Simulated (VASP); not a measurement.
# Ti3Si2 (Pm-3m) in VASP: a series of runs

Ti3Si2 is run at these levels: PBE; tasks: single point, relaxation of cell and atoms.

All numbers are computed with VASP 6.6.1; they aren't measurements. Logs are shortened: lines on timing, memory, paths and dates and some standing lists are left out, and cuts for length are marked.

## (1) The cell of the first run

Symmetry: Pm-3m, No. 221, cubic system. Conventional cell: a = 4.139 Å, b = 4.139 Å, c = 4.139 Å, α = 90.00°, β = 90.00°, γ = 90.00°. Within 2.7 Å of Ti (site symmetry 4/mmm) lie 2 Si at 2.07 Å. Within 3.9 Å of Si (site symmetry m-3m) lie 12 Ti at 2.93 Å and 8 Si at 3.58 Å. Within 2.7 Å of Si (site symmetry m-3m) lie 6 Ti at 2.07 Å.

## (2) Single point, PBE

The input, INCAR:

```
SYSTEM = Ti3Si2
  PREC = Accurate
  ENCUT = 520
  EDIFF = 1E-6
  ISMEAR = 0
  SIGMA = 0.1
  LREAL = .False.
  LASPH = .True.
  NELM = 100
  ALGO = Fast
  ISIF = 2
  LWAVE = .False.
  LCHARG = .False.
  GGA = PE
  NBANDS = 30
```

The input, KPOINTS:

```
Automatic mesh
0
Gamma
  4 4 4
  0 0 0
```

The input, POSCAR:

```
Ti3Si2
1.0
    4.1390138200      0.0000000000      0.0000000000
    0.0000000000      4.1390138200      0.0000000000
    0.0000000000      0.0000000000      4.1390138200
Ti Si
3 2
Direct
    0.5000000000      0.0000000000      0.0000000000
    0.0000000000      0.5000000000      0.0000000000
    0.0000000000      0.0000000000      0.5000000000
    0.5000000000      0.5000000000      0.5000000000
    0.0000000000      0.0000000000      0.0000000000
```

Potentials or basis: VASP PAW PBE potentials, release 64 (Ti_sv, Si).

Started as:

```bash
$ cat potpaw_PBE.64/Ti_sv/POTCAR potpaw_PBE.64/Si/POTCAR > POTCAR
$ mpirun -np 1 vasp_std > vasp.out
```

OUTCAR:

```text
SYSTEM = Ti3Si2
   PREC = Accurate
   ENCUT = 520
   EDIFF = 1E-6
   ISMEAR = 0
   LREAL = .False.
   LASPH = .True.
   NELM = 100
   ISIF = 2
   GGA = PE

 ion  position               nearest neighbor table
   1  0.500  0.000  0.000-   5 2.07   5 2.07   4 2.93   4 2.93   4 2.93   4 2.93
   2  0.000  0.500  0.000-   5 2.07   5 2.07   4 2.93   4 2.93   4 2.93   4 2.93
   3  0.000  0.000  0.500-   5 2.07   5 2.07   4 2.93   4 2.93   4 2.93   4 2.93
   4  0.500  0.500  0.500-   1 2.93   2 2.93   3 2.93   1 2.93   2 2.93   1 2.93   3 2.93   1 2.93
                             2 2.93   3 2.93   2 2.93   3 2.93
   5  0.000  0.000  0.000-   1 2.07   2 2.07   3 2.07   3 2.07   2 2.07   1 2.07

  LATTYP: Found a simple cubic cell.
 ALAT       =     4.1390138200

  Lattice vectors:

 A1 = (   4.1390138200,   0.0000000000,   0.0000000000)
 A2 = (   0.0000000000,   4.1390138200,   0.0000000000)
 A3 = (   0.0000000000,   0.0000000000,   4.1390138200)

Analysis of symmetry for initial positions (statically):
=====================================================================
 Subroutine PRICEL returns:
 Original cell was already a primitive cell.

 Routine SETGRP: Setting up the symmetry group for a
 simple cubic supercell.

 Subroutine GETGRP returns: Found 48 space group operations
 (whereof 48 operations were pure point group operations)
 out of a pool of 48 trial point group operations.

The static configuration has the point symmetry O_h .

Analysis of symmetry for dynamics (positions and initial velocities):
=====================================================================
 Subroutine PRICEL returns:
 Original cell was already a primitive cell.

 Routine SETGRP: Setting up the symmetry group for a
 simple cubic supercell.

 Subroutine GETGRP returns: Found 48 space group operations
 (whereof 48 operations were pure point group operations)
 out of a pool of 48 trial point group operations.

The dynamic configuration has the point symmetry O_h .

 Subroutine INISYM returns: Found 48 space group operations
 (whereof 48 operations are pure point group operations),
 and found     1 'primitive' translations

----------------------------------------------------------------------------------------

                                     Primitive cell

  volume of cell :      70.9072

  direct lattice vectors                    reciprocal lattice vectors
     4.139013820  0.000000000  0.000000000     0.241603446  0.000000000  0.000000000
     0.000000000  4.139013820  0.000000000     0.000000000  0.241603446  0.000000000
     0.000000000  0.000000000  4.139013820     0.000000000  0.000000000  0.241603446

  length of vectors
     4.139013820  4.139013820  4.139013820     0.241603446  0.241603446  0.241603446

  position of ions in fractional coordinates (direct lattice)
     0.500000000  0.000000000  0.000000000
     0.000000000  0.500000000  0.000000000
     0.000000000  0.000000000  0.500000000
     0.500000000  0.500000000  0.500000000
     0.000000000  0.000000000  0.000000000

  ion indices of the primitive-cell ions
   primitive index   ion index
                 1           1
                 2           2
                 3           3
                 4           4
                 5           5

----------------------------------------------------------------------------------------

 KPOINTS: Automatic mesh

Automatic generation of k-mesh.
 Grid dimensions read from file:
 generate k-points for:    4    4    4

 Generating k-lattice:

  Cartesian coordinates                     Fractional coordinates (reciprocal lattice)
     0.060400861  0.000000000  0.000000000     0.250000000  0.000000000  0.000000000
     0.000000000  0.060400861  0.000000000     0.000000000  0.250000000  0.000000000
     0.000000000  0.000000000  0.060400861     0.000000000  0.000000000  0.250000000

  Length of vectors
     0.060400861  0.060400861  0.060400861

  Shift w.r.t. Gamma in fractional coordinates (k-lattice)
     0.000000000  0.000000000  0.000000000

 Subroutine IBZKPT returns following result:
 ===========================================

 Found     10 irreducible k-points:

 Following reciprocal coordinates:
            Coordinates               Weight
  0.000000  0.000000  0.000000      1.000000
  0.250000  0.000000  0.000000      6.000000
  0.500000  0.000000  0.000000      3.000000
  0.250000  0.250000  0.000000     12.000000
  0.500000  0.250000  0.000000     12.000000
  0.500000  0.500000  0.000000      3.000000
  0.250000  0.250000  0.250000      8.000000
  0.500000  0.250000  0.250000     12.000000
  0.500000  0.500000  0.250000      6.000000
  0.500000  0.500000  0.500000      1.000000
   k-points           NKPTS =     10   k-points in BZ     NKDIM =     10   number of bands    NBANDS=     30
   number of dos      NEDOS =    301   number of ions     NIONS =      5
   total plane-waves  NPLWV =  32768
   dimension x,y,z NGX =    32 NGY =   32 NGZ =   32
   dimension x,y,z NGXF=    64 NGYF=   64 NGZF=   64
   ions per type =               3   2
   NGX,Y,Z   is equivalent  to a cutoff of  12.85, 12.85, 12.85 a.u.
   NGXF,Y,Z  is equivalent  to a cutoff of  25.71, 25.71, 25.71 a.u.
 SYSTEM =  Ti3Si2
   PREC   = accura    normal or accurate (medium, high low for compatibility)
   ISTART =      0    job   : 0-new  1-cont  2-samecut
   ICHARG =      2    charge: 1-file 2-atom 10-const
   ISPIN  =      1    spin polarized calculation?
   LNONCOLLINEAR =      F non collinear calculations
   LSORBIT =      F    spin-orbit coupling
   LASPH  =      T    aspherical Exc in radial PAW
   ENCUT  =  520.0 eV  38.22 Ry    6.18 a.u.   7.70  7.70  7.70*2*pi/ulx,y,z
   NELM   =    100;   NELMIN=  2; NELMDL= -5     # of ELM steps
   EDIFF  = 0.1E-05   stopping-criterion for ELM
   LREAL  =      F    real-space projection
   EDIFFG = 0.1E-04   stopping-criterion for IOM
   NSW    =      0    number of steps for IOM
   IBRION =     -1    ionic relax: 0-MD 1-quasi-New 2-CG
   NFREE  =      0    steps in history (QN), initial steepest desc. (CG)
   ISIF   =      2    stress and relaxation
   ISYM   =      2    0-nonsym 1-usesym 2-fastsym
   POTIM  = 0.5000    time-step for ionic-motion
   TEBEG  =    0.0;   TEEND  =   0.0 temperature during run
   PSTRESS=    0.0 pullay stress
   NELECT =      44.0000    total number of electrons
   NUPDOWN=      -1.0000    fix difference up-down
   EMIN   =  10.00;   EMAX   =-10.00  energy-range for DOS
   EFERMI =   0.00;   METHOD = LEGACY
   ISMEAR =     0;   SIGMA  =   0.10  broadening in eV -4-tet -1-fermi 0-gaus
   EFERMI_NEDOS =   21; number of points for ismear=-14 and -15
   IALGO  =     68    algorithm
   IMIX   =      4    mixing-type and parameters
     AMIX     =   0.40;   BMIX     =  1.00
     AMIX_MAG =   1.60;   BMIX_MAG =  1.00
  volume/ion in A,a.u.               =      14.18        95.70
  Fermi-wavevector in a.u.,A,eV,Ry     =   1.396354  2.638726 26.528698  1.949804
  Thomas-Fermi vector in A             =   2.519716
   LORBIT       =      0    0 simple, 1 ext, 2 COOP (PROOUT), +10 PAW based schemes
   GGA     = PE    functional components
   LHFCALC =     F    Hartree Fock is set to
   AEXX    =    0.0000 exact exchange contribution
   IVDW    =     0    specifies the selected vdW correction
   LEPSILON=     F    determine dielectric tensor
   LRPA    =     F    only Hartree local field effects (RPA)
 non-spin polarized calculation
 RMM-DIIS sequential band-by-band and
 Gauss-broadening in eV      SIGMA  =   0.10
  energy-cutoff  :      520.00
  volume of cell :       70.91
 maximum number of plane-waves:      1935
 NGX is ok and might be reduce to    32
   NGX = 15   NGY = 15   NGZ = 15

 number of electron      44.0000002 magnetization

 Free energy of the ion-electron system (eV)
  ---------------------------------------------------
  ext. energy  EPLUGINS =         0.00000000
  ---------------------------------------------------
  free energy    TOTEN  =       -30.44075297 eV

  energy without entropy =      -30.41593967  energy(sigma->0) =      -30.42834632

 E-fermi :  10.1756     XC(G=0): -11.8321

 val. band max:       10.1731998697   @ k =   0.5000   0.5000   0.2500
 cond. band min:      10.3156584611   @ k =   0.2500   0.0000   0.0000
 fundamental gap:      0.1424585914
 Fermi energy:        10.1756307966

 k-point     1 :       0.0000    0.0000    0.0000
  band No.  band energies     occupation
      1     -46.3554      2.00000
      2     -46.2224      2.00000
      3     -46.2224      2.00000
      4     -23.0141      2.00000
      5     -23.0141      2.00000
      6     -23.0141      2.00000
[... 22 lines left out ...]
     29      12.9693      0.00000
     30      12.9698      0.00000

 k-point     2 :       0.2500    0.0000    0.0000
  band No.  band energies     occupation
      1     -46.3381      2.00000
      2     -46.2384      2.00000
      3     -46.2222      2.00000
      4     -22.9821      2.00000
      5     -22.9821      2.00000
      6     -22.9691      2.00000
[... 22 lines left out ...]
     29      13.2988      0.00000
     30      13.3000      0.00000

 k-point     3 :       0.5000    0.0000    0.0000
  band No.  band energies     occupation
      1     -46.3110      2.00000
      2     -46.2643      2.00000
      3     -46.2220      2.00000
      4     -22.9447      2.00000
      5     -22.9447      2.00000
      6     -22.9028      2.00000
[... 22 lines left out ...]
     29      12.7837      0.00000
     30      13.8371      0.00000

 k-point     4 :       0.2500    0.2500    0.0000
  band No.  band energies     occupation
      1     -46.3227      2.00000
      2     -46.2432      2.00000
      3     -46.2314      2.00000
      4     -23.0679      2.00000
      5     -22.9487      2.00000
      6     -22.8355      2.00000
[... 22 lines left out ...]
     29      12.9195      0.00000
     30      13.1536      0.00000

 k-point     5 :       0.5000    0.2500    0.0000
  band No.  band energies     occupation
      1     -46.2973      2.00000
      2     -46.2641      2.00000
      3     -46.2344      2.00000
      4     -23.0933      2.00000
      5     -22.9090      2.00000
      6     -22.7429      2.00000
[... 22 lines left out ...]
     29      12.7938      0.00000
     30      12.9807      0.00000

 k-point     6 :       0.5000    0.5000    0.0000
  band No.  band energies     occupation
      1     -46.2664      2.00000
      2     -46.2639      2.00000
      3     -46.2639      2.00000
      4     -23.1636      2.00000
      5     -22.8649      2.00000
      6     -22.7635      2.00000
[... 22 lines left out ...]
     29      12.6465      0.00000
     30      14.0891      0.00000

 k-point     7 :       0.2500    0.2500    0.2500
  band No.  band energies     occupation
      1     -46.3097      2.00000
      2     -46.2430      2.00000
      3     -46.2430      2.00000
      4     -23.1758      2.00000
      5     -22.8130      2.00000
      6     -22.8130      2.00000
[... 22 lines left out ...]
     29      12.6074      0.00000
     30      13.5262      0.00000

 k-point     8 :       0.5000    0.2500    0.2500
  band No.  band energies     occupation
      1     -46.2873      2.00000
      2     -46.2639      2.00000
      3     -46.2428      2.00000
      4     -23.2324      2.00000
      5     -22.7742      2.00000
      6     -22.7253      2.00000
[... 22 lines left out ...]
     29      12.9490      0.00000
     30      13.4158      0.00000

 k-point     9 :       0.5000    0.5000    0.2500
  band No.  band energies     occupation
      1     -46.2649      2.00000
      2     -46.2637      2.00000
      3     -46.2637      2.00000
      4     -23.3160      2.00000
      5     -22.7623      2.00000
      6     -22.7217      2.00000
[... 22 lines left out ...]
     29      13.0705      0.00000
     30      13.2017      0.00000

 k-point    10 :       0.5000    0.5000    0.5000
  band No.  band energies     occupation
      1     -46.2635      2.00000
      2     -46.2635      2.00000
      3     -46.2635      2.00000
      4     -23.4162      2.00000
      5     -22.7612      2.00000
      6     -22.7612      2.00000
[... 22 lines left out ...]
     29      12.7542      0.00000
     30      13.5966      0.00000

------------------------ aborting loop because EDIFF is reached ----------------------------------------

  FORCE on cell =-STRESS in cart. coord.  units (eV):
  Direction    XX          YY          ZZ          XY          YZ          ZX
  --------------------------------------------------------------------------------------
  -------------------------------------------------------------------------------------
  Total       20.2539726     20.2539726     20.2539726      0.0000000      0.0000000     -0.0000000
  in kB      457.6465270    457.6465270    457.6465270      0.0000000      0.0000000     -0.0000000
  external PRESSURE =     457.6465270 kB  Pullay stress =       0.0000000 kB

 VOLUME and BASIS-vectors are now :
 -----------------------------------------------------------------------------
  energy-cutoff  :      520.00
  volume of cell :       70.91
      direct lattice vectors                 reciprocal lattice vectors
     4.139013820  0.000000000  0.000000000     0.241603446  0.000000000  0.000000000
     0.000000000  4.139013820  0.000000000     0.000000000  0.241603446  0.000000000
     0.000000000  0.000000000  4.139013820     0.000000000  0.000000000  0.241603446

 POSITION                                       TOTAL-FORCE (eV/Angst)
 -----------------------------------------------------------------------------------
      2.06951      0.00000      0.00000         0.000000      0.000000      0.000000
      0.00000      2.06951      0.00000         0.000000      0.000000      0.000000
      0.00000      0.00000      2.06951         0.000000      0.000000      0.000000
      2.06951      2.06951      2.06951         0.000000      0.000000      0.000000
      0.00000      0.00000      0.00000         0.000000      0.000000      0.000000
 -----------------------------------------------------------------------------------
    total drift:                                0.000000      0.000000     -0.000000

  FREE ENERGIE OF THE ION-ELECTRON SYSTEM (eV)
  ---------------------------------------------------
  free  energy   TOTEN  =       -30.4407529743 eV

  energy  without entropy=      -30.4159396707  energy(sigma->0) =      -30.42834632
```

Run time: 54 s. Hardware: 1 thread of AMD EPYC 9R45 (Zen 5), shared host; peak memory 0.14 GiB.

Results:

* Free energy: -30.4408 eV
* Pressure: 45.8 GPa
* Band gap on the k mesh: zero (band 22 reaches 10.45 eV, above the bottom of band 23 at 10.09 eV)

Caveat: the k points lie up to 0.38 Å⁻¹ apart.

## (3) Single point, PBE

This run uses another cell than the first one, of 18.85 Å³/atom, 1.329 times its volume.

The input, INCAR:

```
SYSTEM = Ti3Si2
PREC = Accurate
ENCUT = 520
EDIFF = 1E-6
ISMEAR = 0
SIGMA = 0.1
LREAL = .FALSE.
LASPH = .TRUE.
NELM = 80
ALGO = Normal
ISIF = 2
LWAVE = .FALSE.
LCHARG = .FALSE.
GGA = PE
NBANDS = 30
```

The input, KPOINTS:

```
Automatic mesh
0
G
  4 4 4
  0 0 0
```

Edit POSCAR of step 2 so:

```diff
@@ -2,5 +2,5 @@
 1.0
-    4.1390138200      0.0000000000      0.0000000000
-    0.0000000000      4.1390138200      0.0000000000
-    0.0000000000      0.0000000000      4.1390138200
+    4.5506507260      0.0000000000      0.0000000000
+    0.0000000000      4.5506507260      0.0000000000
+    0.0000000000      0.0000000000      4.5506507260
 Ti Si
```

Potentials or basis: VASP PAW PBE potentials, release 64 (Ti_sv, Si).

Started as:

```bash
$ cat potpaw_PBE.64/Ti_sv/POTCAR potpaw_PBE.64/Si/POTCAR > POTCAR
$ mpirun -np 1 vasp_std > vasp.out
```

Wall time 22 s (1 thread of AMD EPYC 9R45 (Zen 5), shared host); peak memory 0.17 GiB.

The run converged. Its results:

```yaml
Free_energy: -33.0966 eV
Pressure: 0.1 GPa
Band_gap_on_the_k_mesh: zero (band 22 reaches 7.37 eV, above the bottom of band 23 at 7.11 eV)
```

Levels at points of the mesh, in eV from the Fermi level:
```
           k point  band 19  band 20  band 21  band 22  band 23  band 24  band 25  band 26
(0.00, 0.00, 0.00)    -1.62    -1.62    -1.26    -1.26     0.74     0.74     1.06     1.06
(0.50, 0.00, 0.00)    -1.92    -1.92    -1.35    -0.31     0.42     0.63     0.75     0.75
(0.50, 0.50, 0.00)    -1.97    -1.75    -0.44    -0.44     0.37     0.37     0.55     1.02
(0.50, 0.50, 0.50)    -2.31    -2.31     0.18     0.18     0.18     0.29     0.29     0.29
```

## (4) Relaxation of cell and atoms, PBE

The input, INCAR:

```
PREC = Accurate
ENCUT = 600
EDIFF = 1E-7
ISMEAR = 0
SIGMA = 0.1
LREAL = False
LASPH = True
NELM = 80
ALGO = Normal
ISIF = 3
LWAVE = False
LCHARG = False
GGA = PE
IBRION = 2
NSW = 90
EDIFFG = -0.04
```

The input, KPOINTS:

```
regular mesh
0
Gamma
  4 4 4
```

Edit POSCAR of step 3 so:

```diff
@@ -2,5 +2,5 @@
 1.0
-    4.5506507260      0.0000000000      0.0000000000
-    0.0000000000      4.5506507260      0.0000000000
-    0.0000000000      0.0000000000      4.5506507260
+    4.1390138200      0.0000000000      0.0000000000
+    0.0000000000      4.1390138200      0.0000000000
+    0.0000000000      0.0000000000      4.1390138200
 Ti Si
```

Started as:

```bash
$ cat potpaw_PBE.64/Ti_sv/POTCAR potpaw_PBE.64/Si/POTCAR > POTCAR
$ mpirun -np 1 vasp_std > vasp.out
```

Wall time 1.8 min (1 thread of AMD EPYC 9R45 (Zen 5), shared host); peak memory 0.18 GiB.

It converged, with:

```yaml
Free_energy: -33.0897 eV
Relaxed_volume: 18.87 Å³/atom
Relaxed_cell: a = 4.552 Å, b = 4.552 Å, c = 4.552 Å, α = 90.00°, β = 90.00°, γ = 90.00°
Space_group_after_relaxing_to_0.05_Å: Pm-3m (No. 221)
Energy_gained_by_relaxing: 529.9 meV/atom
Ionic_steps: 4
Pressure_after_relaxing: 0.0 GPa
Band_gap_on_the_k_mesh: zero (band 22 reaches 7.36 eV, above the bottom of band 23 at 7.10 eV)
```

Step by step:
| step | energy change (eV) | largest force (eV/Å) | pressure (GPa) | volume (Å³) |
| --- | --- | --- | --- | --- |
| 1 | 0.0000 | 0.0000 | 45.79 | 70.91 |
| 2 | -1.2056 | 0.0000 | -13.92 | 121.16 |
| 3 | -2.6484 | 0.0000 | -0.54 | 94.87 |
| 4 | -2.6494 | 0.0000 | -0.03 | 94.35 |

Final structure:
```cif
data_structure
_symmetry_space_group_name_H-M 'P 1'
_symmetry_Int_Tables_number 1
_cell_length_a 4.5524
_cell_length_b 4.5524
_cell_length_c 4.5524
_cell_angle_alpha 90.000
_cell_angle_beta 90.000
_cell_angle_gamma 90.000
_cell_volume 94.35
loop_
_atom_site_label
_atom_site_type_symbol
_atom_site_fract_x
_atom_site_fract_y
_atom_site_fract_z
_atom_site_occupancy
Ti1 Ti 0.50000 0.00000 0.00000 1
Ti2 Ti 0.00000 0.50000 0.00000 1
Ti3 Ti 0.00000 0.00000 0.50000 1
Si1 Si 0.50000 0.50000 0.50000 1
Si2 Si 0.00000 0.00000 0.00000 1
```

Levels at points of the mesh, in eV from the Fermi level:
```
           k point  band 18  band 19  band 20  band 21  band 22  band 23  band 24  band 25  band 26
(0.00, 0.00, 0.00)    -1.62    -1.62    -1.62    -1.26    -1.26     0.74     0.74     1.06     1.06
(0.50, 0.00, 0.00)    -2.04    -1.92    -1.92    -1.34    -0.31     0.42     0.63     0.75     0.76
(0.50, 0.50, 0.00)    -1.97    -1.97    -1.75    -0.44    -0.44     0.37     0.37     0.55     1.02
(0.50, 0.50, 0.50)    -2.30    -2.30    -2.30     0.18     0.18     0.18     0.29     0.29     0.29
```

Caveat: the k points lie up to 0.35 Å⁻¹ apart in the final cell; the volume moved by over 15 % at a fixed basis, so the end points are rough.

## (5) Overview

| task | cell | cutoff (eV) | gap on the mesh (eV) | pressure (GPa) |
| --- | --- | --- | --- | --- |
| single point | a = 4.139 Å, 5 atoms | 520 | none | 45.8 |
| single point | a = 4.551 Å, 5 atoms | 520 | none | 0.1 |
| relaxation of cell and atoms | relaxed from a = 4.139 Å, 5 atoms | 600 | none | 0.0 |

Alike in all rows: level PBE; potentials or basis VASP PAW PBE potentials, release 64 (Ti_sv, Si); no spin polarisation; k mesh 4 × 4 × 4; smearing gaussian 0.1 eV.

Caveats: some runs use coarse meshes; the volume moved by over 15 % at a fixed basis, so the end points are rough (some runs).

Absolute energies hang on the potentials; compare differences alone.
